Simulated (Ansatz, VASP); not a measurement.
**WSe2: VASP beside Ansatz**

```
W Se
1.0
     3.31993    0.00000    0.00000
    -1.65997    2.87515    0.00000
     0.00000    0.00000   13.73719
W Se
2 4
Direct
  0.66667 0.33333 0.75000
  0.33333 0.66667 0.25000
  0.33333 0.66667 0.87100
  0.66667 0.33333 0.37100
  0.33333 0.66667 0.62900
  0.66667 0.33333 0.12900
```

Alike in both runs: task relaxation of cell and atoms; functional LDA; k mesh 10 × 10 × 2; no spin polarisation.

|  | VASP | Ansatz |
| --- | --- | --- |
| version | VASP 6.6.1 | Ansatz 0.2.0 |
| potentials or method | VASP PAW LDA potentials, release 64 (W_sv, Se), cutoff 600 eV | plane-wave PAW DFT |
| occupations | gaussian, width 0.01 eV | fixed |
| valence electrons in the cell | 52 | 92 |

```csv
,VASP,Ansatz,Ansatz less VASP
relaxed volume (Å³/atom),19.63,19.55,-0.079
relaxed length of the cell vector where the two differ most in proportion (Å),3.255,3.250,-0.0048
```

Ansatz warns that its potentials were made for another functional, while VASP's fit it. LDA's correlation is that of Perdew and Zunger in VASP and of Perdew and Wang (1992) in Ansatz. VASP's potentials hold 52 valence electrons a cell and Ansatz's 92, so a difference there can come from the potentials and not from the codes.

Spin-orbit coupling is off throughout.
